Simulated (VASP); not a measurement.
# Eu (Cmcm) in VASP: single point with PBE

Aim: the single point of Eu with PBE.

Program: VASP 6.6.1. These are calculated values, not measurements. Logs are shortened: lines on timing, memory, paths and dates and some standing lists are left out, and cuts for length are marked.

### Step 1. The cell of the first run

It takes space group Cmcm (No. 63, orthorhombic). The conventional cell has a = 4.072 Å, b = 7.096 Å, c = 6.465 Å, α = 90.00°, β = 90.00°, γ = 90.00°. Within 5.2 Å of Eu (site symmetry m2m) lie 12 Eu at 3.98 to 4.09 Å.

### Step 2. Single point, PBE, collinear spin, ferromagnetic start

Contents of INCAR:

```
SYSTEM = Eu
PREC = Accurate
ENCUT = 520
EDIFF = 1E-6
ISMEAR = -1
SIGMA = 0.05
LREAL = .FALSE.
LASPH = .TRUE.
NELM = 150
ALGO = Normal
ISIF = 2
LWAVE = .FALSE.
LCHARG = .TRUE.
ISPIN = 2
MAGMOM = 7 7
LORBIT = 11
LMAXMIX = 6
GGA = PE
LELF = .TRUE.
LVHAR = .TRUE.
NBANDS = 28
```

Contents of KPOINTS:

```
Automatic mesh
0
G
  8 8 4
  0 0 0
```

Contents of POSCAR:

```
Eu
1.0
    2.0362346208     -3.5479563022      0.0000000000
    2.0362346208      3.5479563022      0.0000000000
    0.0000000000      0.0000000000      6.4650845644
Eu
2
Direct
    0.1631328600      0.8368671400      0.2500000000
    0.8368671400      0.1631328600      0.7500000000
```

Potentials or basis: VASP PAW PBE potentials, release 64 (Eu).

Launch:

```bash
cat potpaw_PBE.64/Eu/POTCAR > POTCAR
mpirun -np 1 vasp_std > vasp.out
```

OUTCAR:

```text
SYSTEM = Eu
   PREC = Accurate
   ENCUT = 520
   EDIFF = 1E-6
   ISMEAR = -1
   LREAL = .FALSE.
   LASPH = .TRUE.
   NELM = 150
   ISIF = 2
   ISPIN = 2
   LORBIT = 11
   GGA = PE

 ion  position               nearest neighbor table
   1  0.163  0.837  0.250-
   2  0.837  0.163  0.750-

  LATTYP: Found a base centered orthorhombic cell.
 ALAT       =     4.0724692416
 B/A-ratio  =     1.7424103617
 C/A-ratio  =     1.5875097345

  Lattice vectors:

 A1 = (   2.0362346208,  -3.5479563022,   0.0000000000)
 A2 = (   2.0362346208,   3.5479563022,   0.0000000000)
 A3 = (   0.0000000000,   0.0000000000,   6.4650845644)

Analysis of symmetry for initial positions (statically):
=====================================================================
 Subroutine PRICEL returns:
 Original cell was already a primitive cell.

 Routine SETGRP: Setting up the symmetry group for a
 base centered orthorhombic supercell.

 Subroutine GETGRP returns: Found  8 space group operations
 (whereof  4 operations were pure point group operations)
 out of a pool of  8 trial point group operations.

The static configuration has the point symmetry C_2h.
 The point group associated with its full space group is D_2h.

Analysis of symmetry for dynamics (positions and initial velocities):
=====================================================================
 Subroutine PRICEL returns:
 Original cell was already a primitive cell.

 Routine SETGRP: Setting up the symmetry group for a
 base centered orthorhombic supercell.

 Subroutine GETGRP returns: Found  8 space group operations
 (whereof  4 operations were pure point group operations)
 out of a pool of  8 trial point group operations.

The dynamic configuration has the point symmetry C_2h.
 The point group associated with its full space group is D_2h.

Analysis of structural, dynamic, and magnetic symmetry:
=====================================================================
 Subroutine PRICEL returns:
 Original cell was already a primitive cell.

 Routine SETGRP: Setting up the symmetry group for a
 base centered orthorhombic supercell.

 Subroutine GETGRP returns: Found  8 space group operations
 (whereof  4 operations were pure point group operations)
 out of a pool of  8 trial point group operations.

The overall configuration has the point symmetry C_2h.
 The point group associated with its full space group is D_2h.

 Subroutine INISYM returns: Found  8 space group operations
 (whereof  4 operations are pure point group operations),
 and found     1 'primitive' translations

----------------------------------------------------------------------------------------

                                     Primitive cell

  volume of cell :      93.4136

  direct lattice vectors                    reciprocal lattice vectors
     2.036234621 -3.547956302  0.000000000     0.245551271 -0.140926200  0.000000000
     2.036234621  3.547956302  0.000000000     0.245551271  0.140926200  0.000000000
     0.000000000  0.000000000  6.465084564     0.000000000  0.000000000  0.154677018

  length of vectors
     4.090751197  4.090751197  6.465084564     0.283117680  0.283117680  0.154677018

  position of ions in fractional coordinates (direct lattice)
     0.163132860  0.836867140  0.250000000
     0.836867140  0.163132860  0.750000000

  ion indices of the primitive-cell ions
   primitive index   ion index
                 1           1
                 2           2

----------------------------------------------------------------------------------------

 KPOINTS: Automatic mesh

Automatic generation of k-mesh.
 Grid dimensions read from file:
 generate k-points for:    8    8    4

 Generating k-lattice:

  Cartesian coordinates                     Fractional coordinates (reciprocal lattice)
     0.030693909 -0.017615775  0.000000000     0.125000000  0.000000000  0.000000000
     0.030693909  0.017615775  0.000000000     0.000000000  0.125000000  0.000000000
     0.000000000  0.000000000  0.038669254     0.000000000  0.000000000  0.250000000

  Length of vectors
     0.035389710  0.035389710  0.038669254

  Shift w.r.t. Gamma in fractional coordinates (k-lattice)
     0.000000000  0.000000000  0.000000000

 Subroutine IBZKPT returns following result:
 ===========================================

 Found     63 irreducible k-points:

 Following reciprocal coordinates:
            Coordinates               Weight
  0.000000  0.000000  0.000000      1.000000
  0.125000  0.000000  0.000000      4.000000
  0.250000  0.000000  0.000000      4.000000
  0.375000  0.000000  0.000000      4.000000
  0.500000  0.000000  0.000000      2.000000
  0.125000  0.125000  0.000000      2.000000
[... 16 lines left out ...]
  0.125000  0.000000  0.250000      8.000000
  0.250000  0.000000  0.250000      8.000000
 [... further k-points ...]
   k-points           NKPTS =     63   k-points in BZ     NKDIM =     63   number of bands    NBANDS=     28
   number of dos      NEDOS =    301   number of ions     NIONS =      2
   total plane-waves  NPLWV =  43200
   dimension x,y,z NGX =    30 NGY =   30 NGZ =   48
   dimension x,y,z NGXF=    60 NGYF=   60 NGZF=   96
   ions per type =               2
   NGX,Y,Z   is equivalent  to a cutoff of  12.19, 12.19, 12.34 a.u.
   NGXF,Y,Z  is equivalent  to a cutoff of  24.38, 24.38, 24.69 a.u.
 SYSTEM =  Eu
   PREC   = accura    normal or accurate (medium, high low for compatibility)
   ISTART =      0    job   : 0-new  1-cont  2-samecut
   ICHARG =      2    charge: 1-file 2-atom 10-const
   ISPIN  =      2    spin polarized calculation?
   LNONCOLLINEAR =      F non collinear calculations
   LSORBIT =      F    spin-orbit coupling
   LASPH  =      T    aspherical Exc in radial PAW
   ENCUT  =  520.0 eV  38.22 Ry    6.18 a.u.   7.61  7.61 12.02*2*pi/ulx,y,z
   NELM   =    150;   NELMIN=  2; NELMDL= -5     # of ELM steps
   EDIFF  = 0.1E-05   stopping-criterion for ELM
   LREAL  =      F    real-space projection
   EDIFFG = 0.1E-04   stopping-criterion for IOM
   NSW    =      0    number of steps for IOM
   IBRION =     -1    ionic relax: 0-MD 1-quasi-New 2-CG
   NFREE  =      0    steps in history (QN), initial steepest desc. (CG)
   ISIF   =      2    stress and relaxation
   ISYM   =      2    0-nonsym 1-usesym 2-fastsym
   POTIM  = 0.5000    time-step for ionic-motion
   TEBEG  =    0.0;   TEEND  =   0.0 temperature during run
   PSTRESS=    0.0 pullay stress
   NELECT =      34.0000    total number of electrons
   NUPDOWN=      -1.0000    fix difference up-down
   EMIN   =  10.00;   EMAX   =-10.00  energy-range for DOS
   EFERMI =   0.00;   METHOD = LEGACY
   ISMEAR =    -1;   SIGMA  =   0.05  broadening in eV -4-tet -1-fermi 0-gaus
   EFERMI_NEDOS =   21; number of points for ismear=-14 and -15
   IALGO  =     38    algorithm
   IMIX   =      4    mixing-type and parameters
     AMIX     =   0.40;   BMIX     =  1.00
     AMIX_MAG =   1.60;   BMIX_MAG =  1.00
  volume/ion in A,a.u.               =      46.71       315.19
  Fermi-wavevector in a.u.,A,eV,Ry     =   1.168865  2.208835 18.588899  1.366246
  Thomas-Fermi vector in A             =   2.305346
   LORBIT       =     11    0 simple, 1 ext, 2 COOP (PROOUT), +10 PAW based schemes
   GGA     = PE    functional components
   LHFCALC =     F    Hartree Fock is set to
   AEXX    =    0.0000 exact exchange contribution
   IVDW    =     0    specifies the selected vdW correction
   LEPSILON=     F    determine dielectric tensor
   LRPA    =     F    only Hartree local field effects (RPA)
 spin polarized calculation
  energy-cutoff  :      520.00
  volume of cell :       93.41
 maximum number of plane-waves:      2540
   NGX = 15   NGY = 15   NGZ = 25

 number of electron      34.0000002 magnetization      15.2351178

 Free energy of the ion-electron system (eV)
  ---------------------------------------------------
  ext. energy  EPLUGINS =         0.00000000
  ---------------------------------------------------
  free energy    TOTEN  =       -22.88404923 eV

  energy without entropy =      -22.85179840  energy(sigma->0) =      -22.86792381

 E-fermi :   1.6517     XC(G=0):  -8.3948

 val. band max:        1.6471189140   @ k =   0.3750   0.0000   0.2500
 cond. band min:       1.6648688560   @ k =   0.5000   0.5000   0.0000
 fundamental gap:      0.0177499419
 Fermi energy:         1.6517286111

 spin component 1

 k-point     1 :       0.0000    0.0000    0.0000
  band No.  band energies     occupation
      1     -40.0099      1.00000
      2     -39.9870      1.00000
      3     -18.9688      1.00000
      4     -18.6957      1.00000
      5     -18.6877      1.00000
      6     -18.6409      1.00000
[... 20 lines left out ...]
     27       3.4026      0.00000
     28       3.5554      0.00000

 k-point     2 :       0.1250    0.0000    0.0000
  band No.  band energies     occupation
      1     -40.0075      1.00000
      2     -39.9861      1.00000
      3     -18.9534      1.00000
      4     -18.7220      1.00000
      5     -18.7038      1.00000
      6     -18.6738      1.00000
[... 20 lines left out ...]
     27       3.5697      0.00000
     28       3.6059      0.00000

 k-point     3 :       0.2500    0.0000    0.0000
  band No.  band energies     occupation
      1     -40.0013      1.00000
      2     -39.9841      1.00000
      3     -18.9123      1.00000
      4     -18.7991      1.00000
      5     -18.7506      1.00000
      6     -18.7286      1.00000
[... 616 lines left out ...]
      3     -18.9123      1.00000
      4     -18.7133      1.00000
      5     -18.7087      1.00000
      6     -18.6951      1.00000
[... 20 lines left out ...]
     27       3.2523      0.00000
     28       3.4196      0.00000

 k-point    24 :       0.2500    0.0000    0.2500
  band No.  band energies     occupation
      1     -39.9988      1.00000
      2     -39.9866      1.00000
      3     -18.8972      1.00000
      4     -18.7891      1.00000
      5     -18.7659      1.00000
      6     -18.7184      1.00000
[... 20 lines left out ...]
     27       3.0228      0.00000
     28       3.2287      0.00000

 [... further k-points ...]

 spin component 2

 k-point     1 :       0.0000    0.0000    0.0000
  band No.  band energies     occupation
      1     -36.8328      1.00000
      2     -36.8030      1.00000
      3     -16.6689      1.00000
      4     -16.3291      1.00000
      5     -16.3194      1.00000
      6     -16.2624      1.00000
[... 20 lines left out ...]
     27       6.2471      0.00000
     28       6.2497      0.00000

 k-point     2 :       0.1250    0.0000    0.0000
  band No.  band energies     occupation
      1     -36.8296      1.00000
      2     -36.8017      1.00000
      3     -16.6496      1.00000
      4     -16.3629      1.00000
      5     -16.3396      1.00000
      6     -16.3042      1.00000
[... 20 lines left out ...]
     27       6.2362      0.00000
     28       6.2721      0.00000

 k-point     3 :       0.2500    0.0000    0.0000
  band No.  band energies     occupation
      1     -36.8216      1.00000
      2     -36.7991      1.00000
      3     -16.5981      1.00000
      4     -16.4611      1.00000
      5     -16.4011      1.00000
      6     -16.3707      1.00000
[... 616 lines left out ...]
      3     -16.5990      1.00000
      4     -16.3528      1.00000
      5     -16.3462      1.00000
      6     -16.3289      1.00000
[... 20 lines left out ...]
     27       6.2151      0.00000
     28       6.2299      0.00000

 k-point    24 :       0.2500    0.0000    0.2500
  band No.  band energies     occupation
      1     -36.8183      1.00000
      2     -36.8024      1.00000
      3     -16.5802      1.00000
      4     -16.4491      1.00000
      5     -16.4182      1.00000
      6     -16.3581      1.00000
[... 20 lines left out ...]
     27       6.2096      0.00000
     28       6.2415      0.00000

 [... further k-points ...]

------------------------ aborting loop because EDIFF is reached ----------------------------------------

  FORCE on cell =-STRESS in cart. coord.  units (eV):
  Direction    XX          YY          ZZ          XY          YZ          ZX
  --------------------------------------------------------------------------------------
  -------------------------------------------------------------------------------------
  Total       -0.9715838     -0.9653042     -0.7875635      0.0000000      0.0000000      0.0000000
  in kB      -16.6640505    -16.5563461    -13.5078397      0.0000000      0.0000000      0.0000000
  external PRESSURE =     -15.5760788 kB  Pullay stress =       0.0000000 kB

 VOLUME and BASIS-vectors are now :
 -----------------------------------------------------------------------------
  energy-cutoff  :      520.00
  volume of cell :       93.41
      direct lattice vectors                 reciprocal lattice vectors
     2.036234621 -3.547956302  0.000000000     0.245551271 -0.140926200  0.000000000
     2.036234621  3.547956302  0.000000000     0.245551271  0.140926200  0.000000000
     0.000000000  0.000000000  6.465084564     0.000000000  0.000000000  0.154677018

 POSITION                                       TOTAL-FORCE (eV/Angst)
 -----------------------------------------------------------------------------------
      2.03623      2.39038      1.61627         0.000000     -0.020640      0.000000
      2.03623     -2.39038      4.84881         0.000000      0.020640     -0.000000
 -----------------------------------------------------------------------------------
    total drift:                                0.000000      0.000000     -0.000000

  FREE ENERGIE OF THE ION-ELECTRON SYSTEM (eV)
  ---------------------------------------------------
  free  energy   TOTEN  =       -22.8840492271 eV

  energy  without entropy=      -22.8517983984  energy(sigma->0) =      -22.86792381

 total charge

# of ion       s       p       d       f       tot
--------------------------------------------------
    1        2.077   5.716   0.269   6.660  14.723
    2        2.077   5.716   0.269   6.660  14.723
--------------------------------------------------
tot          4.155  11.431   0.539  13.321  29.446

 magnetization (x)

# of ion       s       p       d       f       tot
--------------------------------------------------
    1       -0.001  -0.087   0.181   6.659   6.752
    2       -0.001  -0.087   0.181   6.659   6.752
--------------------------------------------------
tot         -0.002  -0.174   0.361  13.319  13.504
```

Run time: 17 min. Hardware: 1 thread of Intel Xeon 8259CL, shared host; peak memory 0.41 GiB.

What came out:

```
Free energy                                           : -22.8840 eV
Pressure                                              : -1.6 GPa
Largest force                                         : 0.021 eV/Å
Net moment                                            : 15.24 μB per cell
Site moments                                          : Eu +6.75 μB
Valence electrons inside the program's atomic spheres : Eu 14.72
```

Forces on the atoms (eV/Å):
```
Eu   0.000 -0.021  0.000
Eu   0.000  0.021  0.000
```

Stress tensor (GPa, compression positive):
```
-1.67  0.00  0.00
 0.00 -1.66  0.00
 0.00  0.00 -1.35
```

Caveat: spin-orbit coupling is left out, which moves the levels of the heavy elements; semilocal functionals describe open f shells poorly, which spoils levels, moments and volumes.
